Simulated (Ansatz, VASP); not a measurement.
**PtSe2: VASP beside Ansatz**

INCAR

```
PREC = Accurate ; ENCUT = 520
EDIFF = 1E-7 ; ISMEAR = 0
SIGMA = 0.1 ; LREAL = False
LASPH = True ; NELM = 60
ALGO = Fast ; ISIF = 2
LWAVE = False ; LCHARG = False
LDIPOL = True ; IDIPOL = 3
DIPOL = 0.5 0.5 0.500 ; GGA = PS
NBANDS = 56
```

KPOINTS

```
Automatic mesh
0
Gamma
  9 7 1
```

POSCAR

```
PtSe2
1.0
    3.7607248976      0.0000000000      0.0000000000
    0.0000000000      4.8633103208      0.0000000000
    0.0000000000      0.0000000000     26.9419054258
Se Pt
8 4
Direct
    0.0000000000      0.2606754617      0.2783767474
    0.0000000000      0.7393245383      0.3589670210
    0.5000000000      0.2606754617      0.3992621579
    0.5000000000      0.7393245383      0.4798524316
    0.0000000000      0.2606754617      0.5201475684
    0.0000000000      0.7393245383      0.6007378421
    0.5000000000      0.2606754617      0.6410329790
    0.5000000000      0.7393245383      0.7216232526
    0.5000000000      0.0000000000      0.3186718842
    0.0000000000      0.0000000000      0.4395572947
    0.5000000000      0.0000000000      0.5604427053
    0.0000000000      0.0000000000      0.6813281158
```

Input for Ansatz:

```yaml
crystal:
  lattice:
    - [3.7607248976, 0.0, 0.0]
    - [0.0, 4.8633103208, 0.0]
    - [0.0, 0.0, 26.9419054258]
  atoms:
    - { symbol: Se, position: [0.0, 0.2606754617, 0.2783767474] }
    - { symbol: Pt, position: [0.5, 0.0, 0.3186718842] }
    - { symbol: Se, position: [0.0, 0.7393245383, 0.358967021] }
    - { symbol: Se, position: [0.5, 0.2606754617, 0.3992621579] }
    - { symbol: Pt, position: [0.0, 0.0, 0.4395572947] }
    - { symbol: Se, position: [0.5, 0.7393245383, 0.4798524316] }
    - { symbol: Se, position: [0.0, 0.2606754617, 0.5201475684] }
    - { symbol: Pt, position: [0.5, 0.0, 0.5604427053] }
    - { symbol: Se, position: [0.0, 0.7393245383, 0.6007378421] }
    - { symbol: Se, position: [0.5, 0.2606754617, 0.641032979] }
    - { symbol: Pt, position: [0.0, 0.0, 0.6813281158] }
    - { symbol: Se, position: [0.5, 0.7393245383, 0.7216232526] }
basis:
  ecutwfc: 420
kpoints:
  mp_grid: { grid: [9, 7, 1] }
hamiltonian:
  xc: pbesol
scf:
  occupations: { method: gaussian, width: 0.1 }
output:
  forces: true
  stress: true
  eigenvalues: true
  write_density: true
  write_potential: true
  elf: true
  volumetric_format: npy
efield:
  axis: 3
  dipole_correction: true
  ramp_width: 0.04
```

Alike in both runs: task single point; functional PBEsol; k mesh 9 × 7 × 1; occupations gaussian, width 0.1 eV; no spin polarisation.

|  | VASP | Ansatz |
| --- | --- | --- |
| version | VASP 6.6.1 | Ansatz 0.2.0 |
| potentials or method | VASP PAW PBE potentials, release 64 (Se, Pt), cutoff 520 eV | scalar-relativistic, plane waves, PAW |
| valence electrons in the cell | 88 | 200 |

```csv
,VASP,Ansatz,Ansatz less VASP
gap on the k mesh at the Fermi level (eV),none,none,-
rms of the force components (eV/Å),0.397,0.399,+0.0021
```

VASP's potentials were made for PBE, not for PBEsol. A gap of «none» marks a metal or a gap that the smearing closes. VASP's potentials hold 88 valence electrons a cell and Ansatz's 200, so a difference there can come from the potentials and not from the codes. Ansatz's warnings: xc potential rough in thin density.

Neither program's run includes spin-orbit coupling.
